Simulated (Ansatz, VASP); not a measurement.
**WS2: VASP beside Ansatz**

```
W S
1.0
     3.18000    0.00000    0.00000
    -1.59000    2.75396    0.00000
     0.00000    0.00000   12.50000
W S
2 4
Direct
  0.33333 0.66667 0.25000
  0.66667 0.33333 0.75000
  0.33333 0.66667 0.62500
  0.66667 0.33333 0.12500
  0.33333 0.66667 0.87500
  0.66667 0.33333 0.37500
```

Alike in both runs: task single point; functional LDA; k mesh 9 × 9 × 2; no spin polarisation.

|  | VASP | Ansatz |
| --- | --- | --- |
| version | VASP 6.6.1 | Ansatz 0.2.0 |
| potentials or method | VASP PAW LDA potentials, release 64 (W_sv, S) | scalar-relativistic, plane waves, PAW |
| plane-wave cutoff (eV) | 520 | 420 |
| occupations | gaussian, width 0.01 eV | fixed |
| valence electrons in the cell | 52 | 52 |

VASP gave:

- gap on the k mesh at the Fermi level (eV): 1.08
- least direct gap on the mesh (eV): 1.73

Question: Estimate Ansatz's values.

Answer: gap on the k mesh at the Fermi level (eV): 1.07; least direct gap on the mesh (eV): 1.72.

LDA's correlation is that of Perdew and Zunger in VASP and of Perdew and Wang (1992) in Ansatz.

Spin-orbit coupling is off throughout.
